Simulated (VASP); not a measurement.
Here is a VASP 6.6.1 calculation.

INCAR

```
SYSTEM = Al4FeCo3
  ALGO = Fast
  EDIFF = 1E-6
  ENCUT = 520
  GGA = PE
  ISIF = 2
  ISMEAR = 0
  LASPH = .TRUE.
  LCHARG = .FALSE.
  LREAL = .FALSE.
  LWAVE = .FALSE.
  NBANDS = 34
  NELM = 60
  PREC = Accurate
  SIGMA = 0.2
```

Contents of KPOINTS:

```
k-points
0
G
  6 6 4
  0 0 0
```

POSCAR

```
Al4FeCo3
1.0
    4.0361279000      0.0000000000      0.0000000000
    0.0000000000      4.0361279000      0.0000000000
    0.0000000000      0.0000000000      5.7113199000
Al Fe Co
4 1 3
Direct
    0.0000000000      0.5000000000      0.7471940000
    0.0000000000      0.5000000000      0.2528060000
    0.5000000000      0.0000000000      0.7471940000
    0.5000000000      0.0000000000      0.2528060000
    0.0000000000      0.0000000000      0.5000000000
    0.0000000000      0.0000000000      0.0000000000
    0.5000000000      0.5000000000      0.0000000000
    0.5000000000      0.5000000000      0.5000000000
```

Potentials or basis: VASP PAW PBE potentials, release 64 (Al, Fe, Co).

The run is started by

```bash
$ cat potpaw_PBE.64/Al/POTCAR potpaw_PBE.64/Fe/POTCAR potpaw_PBE.64/Co/POTCAR > POTCAR
$ mpirun -np 1 vasp_std > vasp.out
```

(1) Estimate the largest force.

(2) Estimate the pressure.

Answers

(1) 0.020 eV/Å.

(2) -0.1 GPa.
